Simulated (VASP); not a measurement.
# CoSi2 (Fm-3m) in VASP: settings compared

CoSi2 is run at these levels: PBE, LDA, PBEsol; tasks: single point.

Everything below comes from runs of VASP 6.6.1. Logs are shortened: lines on timing, memory, paths and dates and some standing lists are left out, and cuts for length are marked.

### Step 1. The cell of the first run

The structure is cubic, space group Fm-3m (No. 225). The conventional cell has a = 5.356 Å, b = 5.356 Å, c = 5.356 Å, α = 90.00°, β = 90.00°, γ = 90.00°. Co (site symmetry m-3m) has 8 Si at 2.32 Å within 3.1 Å. Si (site symmetry -43m) has 4 Co at 2.32 Å and 6 Si at 2.68 Å within 3.1 Å.

### Step 2. Single point, PBE, collinear spin, ferromagnetic start

File INCAR:

```
SYSTEM = CoSi2
  PREC = Accurate
  ENCUT = 600
  EDIFF = 1E-6
  ISMEAR = -1
  SIGMA = 0.05
  LREAL = .FALSE.
  LASPH = .TRUE.
  NELM = 200
  ALGO = Normal
  ISIF = 2
  LWAVE = .FALSE.
  LCHARG = .TRUE.
  ISPIN = 2
  MAGMOM = 2 0 0
  LORBIT = 11
  NUPDOWN = 2.0
  LMAXMIX = 4
  GGA = PE
  LELF = .TRUE.
  LVHAR = .TRUE.
  NBANDS = 24
  GGA_COMPAT = .FALSE.
```

File KPOINTS:

```
regular mesh
0
G
  7 7 7
  0 0 0
```

File POSCAR:

```
CoSi2
1.0
    0.0000000000      2.6780000000      2.6780000000
    2.6780000000      0.0000000000      2.6780000000
    2.6780000000      2.6780000000      0.0000000000
Co Si
1 2
Direct
    0.0000000000      0.0000000000      0.0000000000
    0.7500000000      0.7500000000      0.7500000000
    0.2500000000      0.2500000000      0.2500000000
```

Potentials or basis: VASP PAW PBE potentials, release 64 (Co_sv, Si).

The run is started by

```bash
> cat potpaw_PBE.64/Co_sv/POTCAR potpaw_PBE.64/Si/POTCAR > POTCAR
> mpirun -np 1 vasp_std > vasp.out
```

OUTCAR:

```text
SYSTEM = CoSi2
   PREC = Accurate
   ENCUT = 600
   EDIFF = 1E-6
   ISMEAR = -1
   LREAL = .FALSE.
   LASPH = .TRUE.
   NELM = 200
   ISIF = 2
   ISPIN = 2
   LORBIT = 11
   NUPDOWN = 2.0
   GGA = PE

 ion  position               nearest neighbor table
   1  0.000  0.000  0.000-   2 2.32   3 2.32   2 2.32   2 2.32   3 2.32   2 2.32   3 2.32   3 2.32

   2  0.750  0.750  0.750-   1 2.32   1 2.32   1 2.32   1 2.32   3 2.68   3 2.68   3 2.68   3 2.68
                             3 2.68   3 2.68
   3  0.250  0.250  0.250-   1 2.32   1 2.32   1 2.32   1 2.32   2 2.68   2 2.68   2 2.68   2 2.68
                             2 2.68   2 2.68

  LATTYP: Found a face centered cubic cell.
 ALAT       =     5.3560000000

  Lattice vectors:

 A1 = (   0.0000000000,   2.6780000000,   2.6780000000)
 A2 = (   2.6780000000,   0.0000000000,   2.6780000000)
 A3 = (   2.6780000000,   2.6780000000,   0.0000000000)

Analysis of symmetry for initial positions (statically):
=====================================================================
 Subroutine PRICEL returns:
 Original cell was already a primitive cell.

 Routine SETGRP: Setting up the symmetry group for a
 face centered cubic supercell.

 Subroutine GETGRP returns: Found 48 space group operations
 (whereof 48 operations were pure point group operations)
 out of a pool of 48 trial point group operations.

The static configuration has the point symmetry O_h .

Analysis of symmetry for dynamics (positions and initial velocities):
=====================================================================
 Subroutine PRICEL returns:
 Original cell was already a primitive cell.

 Routine SETGRP: Setting up the symmetry group for a
 face centered cubic supercell.

 Subroutine GETGRP returns: Found 48 space group operations
 (whereof 48 operations were pure point group operations)
 out of a pool of 48 trial point group operations.

The dynamic configuration has the point symmetry O_h .

Analysis of structural, dynamic, and magnetic symmetry:
=====================================================================
 Subroutine PRICEL returns:
 Original cell was already a primitive cell.

 Routine SETGRP: Setting up the symmetry group for a
 face centered cubic supercell.

 Subroutine GETGRP returns: Found 48 space group operations
 (whereof 48 operations were pure point group operations)
 out of a pool of 48 trial point group operations.

The overall configuration has the point symmetry O_h .

 Subroutine INISYM returns: Found 48 space group operations
 (whereof 48 operations are pure point group operations),
 and found     1 'primitive' translations

[... 116 lines left out ...]
   GGA     = PE    functional components
   LHFCALC =     F    Hartree Fock is set to
   AEXX    =    0.0000 exact exchange contribution
   IVDW    =     0    specifies the selected vdW correction
   LEPSILON=     F    determine dielectric tensor
   LRPA    =     F    only Hartree local field effects (RPA)
 spin polarized calculation
  energy-cutoff  :      600.00
  volume of cell :       38.41
 maximum number of plane-waves:      1307
 NGX is ok and might be reduce to    30
   NGX = 15   NGY = 15   NGZ = 15

 number of electron      24.9999979 magnetization       1.9999999

 Free energy of the ion-electron system (eV)
  ---------------------------------------------------
  ext. energy  EPLUGINS =         0.00000000
  ---------------------------------------------------
  free energy    TOTEN  =       -17.77139960 eV

  energy without entropy =      -17.75125563  energy(sigma->0) =      -17.76132761

 E-fermi :   9.9388     XC(G=0): -11.8888

 val. band max:       12.4216497460   @ k =  -0.2857   0.2857   0.0000
 cond. band min:       9.9515722383   @ k =   0.4286   0.2857   0.1429
 fundamental gap:     -2.4700775077
 Fermi energy:        12.4694816347

 spin component 1

 k-point     1 :       0.0000    0.0000    0.0000
  band No.  band energies     occupation
      1     -85.1084      1.00000
      2     -48.3988      1.00000
      3     -48.3988      1.00000
      4     -48.3988      1.00000
      5      -2.7468      1.00000
      6       6.0031      1.00000
[... 529 lines left out ...]
     23      24.9812      0.00000
     24      27.9775      0.00000
 Fermi energy:         9.9387868490

 spin component 2

 k-point     1 :       0.0000    0.0000    0.0000
  band No.  band energies     occupation
      1     -83.7998      1.00000
      2     -47.1262      1.00000
      3     -47.1262      1.00000
      4     -47.1262      1.00000
      5      -2.3220      1.00000
      6       6.7552      1.00000
[... 529 lines left out ...]
     23      25.4650      0.00000
     24      28.4379      0.00000

------------------------ aborting loop because EDIFF is reached ----------------------------------------

  FORCE on cell =-STRESS in cart. coord.  units (eV):
  Direction    XX          YY          ZZ          XY          YZ          ZX
  --------------------------------------------------------------------------------------
  -------------------------------------------------------------------------------------
  Total        3.1947120      3.1947120      3.1947120     -0.0000000      0.0000000      0.0000000
  in kB      133.2541015    133.2541015    133.2541015     -0.0000000      0.0000000      0.0000000
  external PRESSURE =     133.2541015 kB  Pullay stress =       0.0000000 kB

 VOLUME and BASIS-vectors are now :
 -----------------------------------------------------------------------------
  energy-cutoff  :      600.00
  volume of cell :       38.41
      direct lattice vectors                 reciprocal lattice vectors
     0.000000000  2.678000000  2.678000000    -0.186706497  0.186706497  0.186706497
     2.678000000  0.000000000  2.678000000     0.186706497 -0.186706497  0.186706497
     2.678000000  2.678000000  0.000000000     0.186706497  0.186706497 -0.186706497

 POSITION                                       TOTAL-FORCE (eV/Angst)
 -----------------------------------------------------------------------------------
      0.00000      0.00000      0.00000         0.000000      0.000000      0.000000
      4.01700      4.01700      4.01700         0.000000      0.000000      0.000000
      1.33900      1.33900      1.33900        -0.000000     -0.000000     -0.000000
 -----------------------------------------------------------------------------------
    total drift:                                0.000000     -0.000000     -0.000000

  FREE ENERGIE OF THE ION-ELECTRON SYSTEM (eV)
  ---------------------------------------------------
  free  energy   TOTEN  =       -17.7713995974 eV

  energy  without entropy=      -17.7512556282  energy(sigma->0) =      -17.76132761

 total charge

# of ion       s       p       d       tot
------------------------------------------
    1        2.269   6.172   6.840  15.281
    2        0.766   0.860   0.000   1.625
    3        0.766   0.860   0.000   1.625
--------------------------------------------------
tot          3.800   7.891   6.840  18.532

 magnetization (x)

# of ion       s       p       d       tot
------------------------------------------
    1        0.011   0.063   1.050   1.123
    2        0.061   0.098   0.000   0.159
    3        0.061   0.098   0.000   0.159
--------------------------------------------------
tot          0.134   0.258   1.050   1.442
```

OSZICAR:

```text
N       E                     dE             d eps       ncg     rms          rms(c)
DAV:   1     0.197614533274E+03    0.19761E+03   -0.13730E+04  2768   0.194E+03
DAV:   2    -0.124142975522E+02   -0.21003E+03   -0.19914E+03  2880   0.538E+02
DAV:   3    -0.195683187019E+02   -0.71540E+01   -0.71007E+01  2848   0.778E+01
DAV:   4    -0.196639182218E+02   -0.95600E-01   -0.95480E-01  2160   0.857E+00
DAV:   5    -0.196693392343E+02   -0.54210E-02   -0.54203E-02  3152   0.245E+00    0.195E+01
DAV:   6    -0.263889452202E+02   -0.67196E+01   -0.86288E+01  2408   0.145E+02    0.453E+01
DAV:   7    -0.179638529889E+02    0.84251E+01   -0.19737E+01  2400   0.955E+01    0.603E+00
DAV:   8    -0.177934386895E+02    0.17041E+00   -0.20447E+00  3064   0.165E+01    0.230E+00
DAV:   9    -0.177727175596E+02    0.20721E-01   -0.82231E-02  2488   0.354E+00    0.118E+00
DAV:  10    -0.177713598286E+02    0.13577E-02   -0.43686E-03  2568   0.643E-01    0.303E-01
DAV:  11    -0.177713283034E+02    0.31525E-04   -0.78068E-04  2472   0.480E-01    0.134E-01
DAV:  12    -0.177713877244E+02   -0.59421E-04   -0.16397E-04  2448   0.126E-01    0.580E-02
DAV:  13    -0.177714001098E+02   -0.12385E-04   -0.11246E-05  2240   0.237E-02    0.211E-02
DAV:  14    -0.177713995974E+02    0.51242E-06   -0.51394E-06  2296   0.212E-02
   1 F= -.17771400E+02 E0= -.17761328E+02  d E =-.201440E-01  mag=     2.0000
```

Wall time 30 s (1 thread of Intel Xeon Platinum 8559C (Emerald Rapids), shared host); peak memory 0.19 GiB.

Results:

| Quantity | Value |
| --- | --- |
| Free energy | -17.7714 eV |
| Pressure | 13.3 GPa |
| Net moment | 2.00 μB per cell |
| Site moments | Co +1.12; Si +0.16 μB |
| Valence electrons inside the program's atomic spheres | Co 15.28; Si 1.62 |

Caveat: the total moment is fixed, so each spin has its own Fermi level.

### Step 3. Single point, PBE, collinear spin, ferromagnetic start

File INCAR:

```
SYSTEM = CoSi2
PREC = Accurate
ENCUT = 600
EDIFF = 1E-6
ISMEAR = -1
SIGMA = 0.05
LREAL = .FALSE.
LASPH = .TRUE.
NELM = 200
ALGO = Normal
ISIF = 2
LWAVE = .FALSE.
LCHARG = .FALSE.
ISPIN = 2
MAGMOM = 1.5 0 0
LORBIT = 11
NUPDOWN = 1.5
LMAXMIX = 4
GGA = PE
NBANDS = 24
GGA_COMPAT = .FALSE.
```

File KPOINTS:

```
Automatic mesh
0
G
  7 7 7
  0 0 0
```

POSCAR is that of step 2.

Potentials or basis: VASP PAW PBE potentials, release 64 (Co_sv, Si).

The run is started by

```bash
> cat potpaw_PBE.64/Co_sv/POTCAR potpaw_PBE.64/Si/POTCAR > POTCAR
> mpirun -np 1 vasp_std > vasp.out
```

It took 41 s on 1 thread of AMD EPYC 7R13 (Zen 3), shared host; peak memory 0.17 GiB.

The run converged. Its results:

```
Free energy                                           : -18.3769 eV
Pressure                                              : 8.9 GPa
Net moment                                            : 1.50 μB per cell
Site moments                                          : Co +0.84; Si +0.12 μB
Valence electrons inside the program's atomic spheres : Co 15.29; Si 1.61
```

Caveat: the total moment is fixed, so each spin has its own Fermi level.

[end of part 1 of 2]
